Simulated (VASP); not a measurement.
# GdCu3 (Pm-3m) in VASP: single point with PBEsol

Aim: the single point of GdCu3 with PBEsol.

All numbers are computed with VASP 6.6.1; they aren't measurements. Logs are shortened: lines on timing, memory, paths and dates and some standing lists are left out, and cuts for length are marked.

## (1) The cell of the first run

The structure is cubic, space group Pm-3m (No. 221). The conventional cell has a = 4.036 Å, b = 4.036 Å, c = 4.036 Å, α = 90.00°, β = 90.00°, γ = 90.00°. Within 3.8 Å of Gd (site symmetry m-3m) lie 12 Cu at 2.85 Å. Cu (site symmetry 4/mmm) has 4 Gd at 2.85 Å and 8 Cu at 2.85 Å within 3.8 Å.

## (2) Single point, PBEsol, collinear spin, ferromagnetic start (16.44 Å³/atom)

Contents of INCAR:

```
SYSTEM = GdCu3
ALGO = Normal ; EDIFF = 1E-6
ENCUT = 520 ; GGA = PS
ISIF = 2 ; ISMEAR = 0
ISPIN = 2 ; LASPH = .True.
LCHARG = .False. ; LMAXMIX = 6
LORBIT = 11 ; LREAL = .False.
LWAVE = .False. ; MAGMOM = 7.69 0 0 0
NBANDS = 38 ; NELM = 150
PREC = Accurate ; SIGMA = 0.05
```

Contents of KPOINTS:

```
k-points
0
Gamma
  8 8 8
  0 0 0
```

Contents of POSCAR:

```
GdCu3
1.0
    4.0361002085      0.0000000000      0.0000000000
    0.0000000000      4.0361002085      0.0000000000
    0.0000000000      0.0000000000      4.0361002085
Gd Cu
1 3
Direct
    0.0000000000      0.0000000000      0.0000000000
    0.0000000000      0.5000000000      0.5000000000
    0.5000000000      0.5000000000      0.0000000000
    0.5000000000      0.0000000000      0.5000000000
```

Potentials or basis: VASP PAW PBE potentials, release 64 (Gd, Cu).

On the command line:

```console
cat potpaw_PBE.64/Gd/POTCAR potpaw_PBE.64/Cu/POTCAR > POTCAR
mpirun -np 1 vasp_std > vasp.out
```

OUTCAR:

```text
SYSTEM = GdCu3
   EDIFF = 1E-6
   ENCUT = 520
   GGA = PS
   ISIF = 2
   ISMEAR = 0
   ISPIN = 2
   LASPH = .True.
   LORBIT = 11
   LREAL = .False.
   NELM = 150
   PREC = Accurate

 ion  position               nearest neighbor table
   1  0.000  0.000  0.000-   2 2.85   3 2.85   4 2.85   2 2.85   4 2.85   2 2.85   3 2.85   2 2.85
                             3 2.85   4 2.85   4 2.85   3 2.85
   2  0.000  0.500  0.500-   1 2.85   1 2.85   1 2.85   1 2.85
   3  0.500  0.500  0.000-   1 2.85   1 2.85   1 2.85   1 2.85
   4  0.500  0.000  0.500-   1 2.85   1 2.85   1 2.85   1 2.85

  LATTYP: Found a simple cubic cell.
 ALAT       =     4.0361002085

  Lattice vectors:

 A1 = (   4.0361002085,   0.0000000000,   0.0000000000)
 A2 = (   0.0000000000,   4.0361002085,   0.0000000000)
 A3 = (   0.0000000000,   0.0000000000,   4.0361002085)

Analysis of symmetry for initial positions (statically):
=====================================================================
 Subroutine PRICEL returns:
 Original cell was already a primitive cell.

 Routine SETGRP: Setting up the symmetry group for a
 simple cubic supercell.

 Subroutine GETGRP returns: Found 48 space group operations
 (whereof 48 operations were pure point group operations)
 out of a pool of 48 trial point group operations.

The static configuration has the point symmetry O_h .

Analysis of symmetry for dynamics (positions and initial velocities):
=====================================================================
 Subroutine PRICEL returns:
 Original cell was already a primitive cell.

 Routine SETGRP: Setting up the symmetry group for a
 simple cubic supercell.

 Subroutine GETGRP returns: Found 48 space group operations
 (whereof 48 operations were pure point group operations)
 out of a pool of 48 trial point group operations.

The dynamic configuration has the point symmetry O_h .

Analysis of structural, dynamic, and magnetic symmetry:
=====================================================================
 Subroutine PRICEL returns:
 Original cell was already a primitive cell.

 Routine SETGRP: Setting up the symmetry group for a
 simple cubic supercell.

 Subroutine GETGRP returns: Found 48 space group operations
 (whereof 48 operations were pure point group operations)
 out of a pool of 48 trial point group operations.

The overall configuration has the point symmetry O_h .

 Subroutine INISYM returns: Found 48 space group operations
 (whereof 48 operations are pure point group operations),
 and found     1 'primitive' translations

----------------------------------------------------------------------------------------

                                     Primitive cell

  volume of cell :      65.7485

  direct lattice vectors                    reciprocal lattice vectors
     4.036100208  0.000000000  0.000000000     0.247763918  0.000000000  0.000000000
     0.000000000  4.036100208  0.000000000     0.000000000  0.247763918  0.000000000
     0.000000000  0.000000000  4.036100208     0.000000000  0.000000000  0.247763918

  length of vectors
     4.036100208  4.036100208  4.036100208     0.247763918  0.247763918  0.247763918

  position of ions in fractional coordinates (direct lattice)
     0.000000000  0.000000000  0.000000000
     0.000000000  0.500000000  0.500000000
     0.500000000  0.500000000  0.000000000
     0.500000000  0.000000000  0.500000000

  ion indices of the primitive-cell ions
   primitive index   ion index
                 1           1
                 2           2
                 3           3
                 4           4

----------------------------------------------------------------------------------------

 KPOINTS: k-points

Automatic generation of k-mesh.
 Grid dimensions read from file:
 generate k-points for:    8    8    8

 Generating k-lattice:

  Cartesian coordinates                     Fractional coordinates (reciprocal lattice)
     0.030970490  0.000000000  0.000000000     0.125000000  0.000000000  0.000000000
     0.000000000  0.030970490  0.000000000     0.000000000  0.125000000  0.000000000
     0.000000000  0.000000000  0.030970490     0.000000000  0.000000000  0.125000000

  Length of vectors
     0.030970490  0.030970490  0.030970490

  Shift w.r.t. Gamma in fractional coordinates (k-lattice)
     0.000000000  0.000000000  0.000000000

 Subroutine IBZKPT returns following result:
 ===========================================

 Found     35 irreducible k-points:

 Following reciprocal coordinates:
            Coordinates               Weight
  0.000000  0.000000  0.000000      1.000000
  0.125000  0.000000  0.000000      6.000000
  0.250000  0.000000  0.000000      6.000000
  0.375000  0.000000  0.000000      6.000000
  0.500000  0.000000  0.000000      3.000000
  0.125000  0.125000  0.000000     12.000000
[... 16 lines left out ...]
  0.375000  0.375000  0.125000     24.000000
  0.500000  0.375000  0.125000     24.000000
 [... further k-points ...]
   k-points           NKPTS =     35   k-points in BZ     NKDIM =     35   number of bands    NBANDS=     38
   number of dos      NEDOS =    301   number of ions     NIONS =      4
   total plane-waves  NPLWV =  27000
   dimension x,y,z NGX =    30 NGY =   30 NGZ =   30
   dimension x,y,z NGXF=    60 NGYF=   60 NGZF=   60
   ions per type =               1   3
   NGX,Y,Z   is equivalent  to a cutoff of  12.36, 12.36, 12.36 a.u.
   NGXF,Y,Z  is equivalent  to a cutoff of  24.71, 24.71, 24.71 a.u.
 SYSTEM =  GdCu3
   PREC   = accura    normal or accurate (medium, high low for compatibility)
   ISTART =      0    job   : 0-new  1-cont  2-samecut
   ICHARG =      2    charge: 1-file 2-atom 10-const
   ISPIN  =      2    spin polarized calculation?
   LNONCOLLINEAR =      F non collinear calculations
   LSORBIT =      F    spin-orbit coupling
   LASPH  =      T    aspherical Exc in radial PAW
   ENCUT  =  520.0 eV  38.22 Ry    6.18 a.u.   7.50  7.50  7.50*2*pi/ulx,y,z
   NELM   =    150;   NELMIN=  2; NELMDL= -5     # of ELM steps
   EDIFF  = 0.1E-05   stopping-criterion for ELM
   LREAL  =      F    real-space projection
   EDIFFG = 0.1E-04   stopping-criterion for IOM
   NSW    =      0    number of steps for IOM
[... 5 lines left out ...]
   TEBEG  =    0.0;   TEEND  =   0.0 temperature during run
   PSTRESS=    0.0 pullay stress
   NELECT =      51.0000    total number of electrons
   NUPDOWN=      -1.0000    fix difference up-down
   EMIN   =  10.00;   EMAX   =-10.00  energy-range for DOS
   EFERMI =   0.00;   METHOD = LEGACY
   ISMEAR =     0;   SIGMA  =   0.05  broadening in eV -4-tet -1-fermi 0-gaus
   EFERMI_NEDOS =   21; number of points for ismear=-14 and -15
   IALGO  =     38    algorithm
   IMIX   =      4    mixing-type and parameters
     AMIX     =   0.40;   BMIX     =  1.00
     AMIX_MAG =   1.60;   BMIX_MAG =  1.00
  volume/ion in A,a.u.               =      16.44       110.92
  Fermi-wavevector in a.u.,A,eV,Ry     =   1.504191  2.842509 30.784408  2.262590
  Thomas-Fermi vector in A             =   2.615203
   LORBIT       =     11    0 simple, 1 ext, 2 COOP (PROOUT), +10 PAW based schemes
   GGA     = PS    functional components
   LHFCALC =     F    Hartree Fock is set to
   AEXX    =    0.0000 exact exchange contribution
   IVDW    =     0    specifies the selected vdW correction
   LEPSILON=     F    determine dielectric tensor
   LRPA    =     F    only Hartree local field effects (RPA)
 spin polarized calculation
 Gauss-broadening in eV      SIGMA  =   0.05
  energy-cutoff  :      520.00
  volume of cell :       65.75
 maximum number of plane-waves:      1800
   NGX = 15   NGY = 15   NGZ = 15

 number of electron      50.9999981 magnetization       7.4184565

 Free energy of the ion-electron system (eV)
  ---------------------------------------------------
  ext. energy  EPLUGINS =         0.00000000
  ---------------------------------------------------
  free energy    TOTEN  =       -24.35501769 eV

  energy without entropy =      -24.35140089  energy(sigma->0) =      -24.35320929

 E-fermi :   5.4877     XC(G=0): -11.8598

 val. band max:        5.4721369545   @ k =   0.3750   0.1250   0.1250
 cond. band min:       5.4993502850   @ k =   0.1250   0.1250   0.0000
 fundamental gap:      0.0272133305
 Fermi energy:         5.4877119843

 spin component 1

 k-point     1 :       0.0000    0.0000    0.0000
  band No.  band energies     occupation
      1     -39.3808      1.00000
      2     -16.7959      1.00000
      3     -16.7959      1.00000
      4     -16.7959      1.00000
      5      -2.2024      1.00000
      6       0.7861      1.00000
[... 29 lines left out ...]
     36      13.0695      0.00000
     37      13.9708      0.00000

 k-point     2 :       0.1250    0.0000    0.0000
  band No.  band energies     occupation
      1     -39.3799      1.00000
      2     -16.8228      1.00000
      3     -16.7950      1.00000
      4     -16.7950      1.00000
      5      -2.0148      1.00000
      6       0.8205      1.00000
[... 29 lines left out ...]
     36      12.5691      0.00000
     37      13.4587      0.00000

 k-point     3 :       0.2500    0.0000    0.0000
  band No.  band energies     occupation
      1     -39.3778      1.00000
      2     -16.8868      1.00000
      3     -16.7930      1.00000
      4     -16.7930      1.00000
      5      -1.4796      1.00000
      6       0.8627      1.00000
[... 29 lines left out ...]
     36      11.1986      0.00000
     37      13.6912      0.00000
[... 761 lines left out ...]
 k-point    23 :       0.3750    0.3750    0.1250
  band No.  band energies     occupation
      1     -39.3705      1.00000
      2     -16.9266      1.00000
      3     -16.9205      1.00000
      4     -16.8062      1.00000
      5       0.4839      1.00000
      6       0.9130      1.00000
[... 29 lines left out ...]
     36      12.7336      0.00000
     37      13.6507      0.00000

 k-point    24 :       0.5000    0.3750    0.1250
  band No.  band energies     occupation
      1     -39.3698      1.00000
      2     -16.9458      1.00000
      3     -16.9197      1.00000
      4     -16.8049      1.00000
      5       0.8222      1.00000
      6       0.8831      1.00000
[... 29 lines left out ...]
     36      12.7061      0.00000
     37      13.4549      0.00000

 [... further k-points ...]

 spin component 2

 k-point     1 :       0.0000    0.0000    0.0000
  band No.  band energies     occupation
      1     -36.2426      1.00000
      2     -14.5639      1.00000
      3     -14.5639      1.00000
      4     -14.5639      1.00000
      5      -1.9622      1.00000
      6       0.9701      1.00000
[... 29 lines left out ...]
     36      13.4126      0.00000
     37      14.3587      0.00000

 k-point     2 :       0.1250    0.0000    0.0000
  band No.  band energies     occupation
      1     -36.2414      1.00000
      2     -14.6008      1.00000
      3     -14.5628      1.00000
      4     -14.5628      1.00000
      5      -1.7686      1.00000
      6       1.0491      1.00000
[... 29 lines left out ...]
     36      12.9871      0.00000
     37      13.8230      0.00000

 k-point     3 :       0.2500    0.0000    0.0000
  band No.  band energies     occupation
      1     -36.2386      1.00000
      2     -14.6881      1.00000
      3     -14.5602      1.00000
      4     -14.5602      1.00000
      5      -1.2193      1.00000
      6       1.2117      1.00000
[... 29 lines left out ...]
     36      11.6061      0.00000
     37      14.1569      0.00000
[... 761 lines left out ...]
 k-point    23 :       0.3750    0.3750    0.1250
  band No.  band energies     occupation
      1     -36.2286      1.00000
      2     -14.7396      1.00000
      3     -14.7303      1.00000
      4     -14.5780      1.00000
      5       0.7227      1.00000
      6       1.6015      1.00000
[... 29 lines left out ...]
     36      13.4668      0.00000
     37      14.1902      0.00000

 k-point    24 :       0.5000    0.3750    0.1250
  band No.  band energies     occupation
      1     -36.2276      1.00000
      2     -14.7644      1.00000
      3     -14.7293      1.00000
      4     -14.5761      1.00000
      5       1.0432      1.00000
      6       1.4772      1.00000
[... 29 lines left out ...]
     36      13.3354      0.00000
     37      13.8166      0.00000

 [... further k-points ...]

 [bands above 37 left out]

------------------------ aborting loop because EDIFF is reached ----------------------------------------

  FORCE on cell =-STRESS in cart. coord.  units (eV):
  Direction    XX          YY          ZZ          XY          YZ          ZX
  --------------------------------------------------------------------------------------
  -------------------------------------------------------------------------------------
  Total        0.1554917      0.1554917      0.1554917      0.0000000      0.0000000     -0.0000000
  in kB        3.7890653      3.7890653      3.7890653      0.0000000      0.0000000     -0.0000000
  external PRESSURE =       3.7890653 kB  Pullay stress =       0.0000000 kB

 VOLUME and BASIS-vectors are now :
 -----------------------------------------------------------------------------
  energy-cutoff  :      520.00
  volume of cell :       65.75
      direct lattice vectors                 reciprocal lattice vectors
     4.036100208  0.000000000  0.000000000     0.247763918  0.000000000  0.000000000
     0.000000000  4.036100208  0.000000000     0.000000000  0.247763918  0.000000000
     0.000000000  0.000000000  4.036100208     0.000000000  0.000000000  0.247763918

 POSITION                                       TOTAL-FORCE (eV/Angst)
 -----------------------------------------------------------------------------------
      0.00000      0.00000      0.00000         0.000000      0.000000      0.000000
      0.00000      2.01805      2.01805         0.000000      0.000000      0.000000
      2.01805      2.01805      0.00000         0.000000      0.000000      0.000000
      2.01805      0.00000      2.01805         0.000000      0.000000      0.000000
 -----------------------------------------------------------------------------------
    total drift:                                0.000000      0.000000     -0.000000

  FREE ENERGIE OF THE ION-ELECTRON SYSTEM (eV)
  ---------------------------------------------------
  free  energy   TOTEN  =       -24.3550176903 eV

  energy  without entropy=      -24.3514008923  energy(sigma->0) =      -24.35320929

 total charge

# of ion       s       p       d       f       tot
--------------------------------------------------
    1        2.061   5.605   0.591   6.991  15.248
    2        0.527   0.258   9.141   0.000   9.926
    3        0.527   0.258   9.141   0.000   9.926
    4        0.527   0.258   9.141   0.000   9.926
--------------------------------------------------
tot          3.641   6.378  28.014   6.991  45.025

 magnetization (x)

# of ion       s       p       d       f       tot
--------------------------------------------------
    1        0.003  -0.058   0.117   6.803   6.866
    2        0.006   0.018   0.030   0.000   0.054
    3        0.006   0.018   0.030   0.000   0.054
    4        0.006   0.018   0.030   0.000   0.054
--------------------------------------------------
tot          0.021  -0.002   0.206   6.803   7.028
```

Wall time 5.6 min (1 thread of AMD EPYC 7R43 (Zen 3), shared host); peak memory 0.25 GiB.

Results:

```yaml
Free_energy: -24.3550 eV
Pressure: 0.4 GPa
Net_moment: 7.42 μB per cell
Site_moments: Gd +6.87; Cu +0.05 μB
Valence_electrons_inside_the_program's_atomic_spheres: Gd 15.25; Cu 9.93
```

Caveat: the PAW data sets were made with another functional, which shifts forces and pressure a little; spin-orbit coupling is left out, which moves the levels of the heavy elements; semilocal functionals describe open f shells poorly, which spoils levels, moments and volumes.
